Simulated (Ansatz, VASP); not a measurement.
**Two plane-wave programs on Zr5TiN6**

File INCAR:

```
SYSTEM = Zr5TiN6
ALGO = Normal ; EDIFF = 1E-6
ENCUT = 520 ; GGA = PE
ISIF = 2 ; ISMEAR = 0
LASPH = .TRUE. ; LCHARG = .FALSE.
LREAL = .FALSE. ; LWAVE = .FALSE.
NBANDS = 63 ; NELM = 60
PREC = Accurate ; SIGMA = 0.1
```

The input KPOINTS:

```
k-points
0
G
  6 6 2
  0 0 0
```

Contents of POSCAR:

```
Zr5TiN6
1.0
    3.2194778000      0.0000000000      0.0000000000
    0.0000000000      3.2194778000      0.0000000000
    0.0000000000      0.0000000000     13.6287621000
Zr Ti N
5 1 6
Direct
    0.0000000000      0.0000000000      0.8314730000
    0.5000000000      0.5000000000      0.0000000000
    0.0000000000      0.0000000000      0.1685270000
    0.5000000000      0.5000000000      0.3404040000
    0.5000000000      0.5000000000      0.6595960000
    0.0000000000      0.0000000000      0.5000000000
    0.0000000000      0.0000000000      0.0000000000
    0.5000000000      0.5000000000      0.1695680000
    0.0000000000      0.0000000000      0.3390780000
    0.5000000000      0.5000000000      0.5000000000
    0.0000000000      0.0000000000      0.6609220000
    0.5000000000      0.5000000000      0.8304320000
```

Input for Ansatz:

```yaml
crystal:
  lattice:
    - [3.2194778, 0.0, 0.0]
    - [0.0, 3.2194778, 0.0]
    - [0.0, 0.0, 13.6287621]
  atoms:
    - { symbol: Zr, position: [0.0, 0.0, 0.831473] }
    - { symbol: Zr, position: [0.5, 0.5, 0.0] }
    - { symbol: Zr, position: [0.0, 0.0, 0.168527] }
    - { symbol: Zr, position: [0.5, 0.5, 0.340404] }
    - { symbol: Zr, position: [0.5, 0.5, 0.659596] }
    - { symbol: Ti, position: [0.0, 0.0, 0.5] }
    - { symbol: "N", position: [0.0, 0.0, 0.0] }
    - { symbol: "N", position: [0.5, 0.5, 0.169568] }
    - { symbol: "N", position: [0.0, 0.0, 0.339078] }
    - { symbol: "N", position: [0.5, 0.5, 0.5] }
    - { symbol: "N", position: [0.0, 0.0, 0.660922] }
    - { symbol: "N", position: [0.5, 0.5, 0.830432] }
basis:
  ecutwfc: 420
kpoints:
  mp_grid: { grid: [6, 6, 2] }
hamiltonian:
  xc: pbe
scf:
  occupations: { method: gaussian, width: 0.1 }
  lower_state_search: "off"
output:
  forces: true
  stress: true
  eigenvalues: true
```

Alike in both runs: task single point; functional PBE; k mesh 6 × 6 × 2; occupations gaussian, width 0.1 eV; no spin polarisation.

```csv
,VASP,Ansatz
version,VASP 6.6.1,Ansatz 0.2.0
potentials or method,"VASP PAW PBE potentials, release 64 (Zr_sv, Ti_sv, N), cutoff 520 eV","scalar-relativistic, plane waves, PAW"
valence electrons in the cell,102,102
```

```csv
,VASP,Ansatz,Ansatz less VASP
gap on the k mesh at the Fermi level (eV),none,none,-
pressure (GPa),0.3,0.0,-0.25
"traceless stress, the component that is largest in VASP (GPa)",0.33,0.31,-0.020
rms of the force components (eV/Å),0.064,0.065,+0.0011
```

Atom by atom the forces differ by 0.003 eV/Å (rms over components). A gap of «none» marks a metal or a gap that the smearing closes.
